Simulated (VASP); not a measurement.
Input of a VASP 6.6.1 run:

The input POSCAR:

```
CuCl2
1.0
    4.5801370326      0.0000000000      0.0000000000
    0.0000000000      4.5801370326      0.0000000000
    0.0000000000      0.0000000000      4.3745305158
Cu Cl
1 2
Direct
    0.0000000000      0.0000000000      0.0000000000
    0.5000000000      0.0000000000      0.0000000000
    0.0000000000      0.5000000000      0.0000000000
```

Contents of INCAR.step1:

```
SYSTEM = CuCl2
PREC = Accurate
ENCUT = 520
ISMEAR = 1
SIGMA = 0.15
LREAL = .FALSE.
LASPH = .TRUE.
NELM = 100
NBANDS = 20
GGA = PE
ALGO = Normal
EDIFF = 1E-4
LWAVE = .TRUE.
LCHARG = .FALSE.
```

INCAR.step2

```
SYSTEM = CuCl2
PREC = Accurate
ENCUT = 520
EDIFF = 1E-6
ISMEAR = 1
SIGMA = 0.15
LREAL = .FALSE.
LASPH = .TRUE.
NELM = 100
ALGO = Normal
ISIF = 2
LWAVE = .FALSE.
LCHARG = .FALSE.
METAGGA = R2SCAN
LMIXTAU = .TRUE.
NBANDS = 20
ISTART = 1
```

KPOINTS

```
Automatic mesh
0
G
  7 7 7
  0 0 0
```

Potentials or basis: VASP PAW PBE potentials, release 64 (Cu, Cl).

The run is started by

```console
$ cat potpaw_PBE.64/Cu/POTCAR potpaw_PBE.64/Cl/POTCAR > POTCAR
$ cp INCAR.step1 INCAR
$ mpirun -np 1 vasp_std > vasp.out
$ cp INCAR.step2 INCAR
$ mpirun -np 1 vasp_std > vasp.out
```

**Question.** Predict the pressure.

**Answer.** -2.1 GPa.

**Question.** Predict the band gap on the k mesh.

**Answer.** Zero (an odd number of electrons rules out a gap without spin polarisation).

Stress tensor (GPa, compression positive):
```
-2.94  0.00  0.00
 0.00 -2.94  0.00
 0.00  0.00 -0.30
```

Caveat: the PAW data sets were made with another functional, which shifts forces and pressure a little; an odd number of electrons without spin polarisation forces a metal; a magnetic or distorted state may lie lower. With open d or f shells a metallic result of r2SCAN can be an artefact of self-interaction; +U or a hybrid may open a gap.
